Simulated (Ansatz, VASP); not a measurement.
# One calculation of ZrTi3O8, two programs

```
Zr Ti O
1.0
     3.31212   -3.34182    0.00000
     3.31212    3.34182    0.00000
     0.00000    0.00000    6.09473
Zr Ti O
1 3 8
Direct
  0.00000 0.00000 0.50000
  0.00000 0.00000 0.00000
  0.50000 0.50000 0.24408
  0.50000 0.50000 0.75592
  0.69357 0.30643 0.00000
  0.68572 0.31428 0.50000
  0.19960 0.19960 0.23481
  0.19960 0.19960 0.76519
  0.30643 0.69357 0.00000
  0.31428 0.68572 0.50000
  0.80040 0.80040 0.23481
  0.80040 0.80040 0.76519
```

Alike in both runs: functional PBE; k mesh 6 × 6 × 6; occupations gaussian, width 0.02 eV; no spin polarisation.

Ansatz relaxed the structure, and its values are those at the end. VASP's run is a single point on that final structure, the one shown.

|  | VASP | Ansatz |
| --- | --- | --- |
| version | VASP 6.6.1 | Ansatz 0.2.0 |
| potentials or method | VASP PAW PBE potentials, release 64 (Zr_sv, Ti_sv, O), cutoff 520 eV | scalar-relativistic, plane waves, PAW |
| valence electrons in the cell | 96 | 96 |

|  | VASP | Ansatz | Ansatz less VASP |
| --- | --- | --- | --- |
| gap on the k mesh at the Fermi level (eV) | 1.92 | 1.95 | +0.024 |
| least direct gap on the mesh (eV) | 2.05 | 2.07 | +0.024 |
| pressure (GPa) | 0.6 | 0.0 | -0.57 |
| rms of the force components (eV/Å) | 0.011 | 0.002 | -0.0092 |
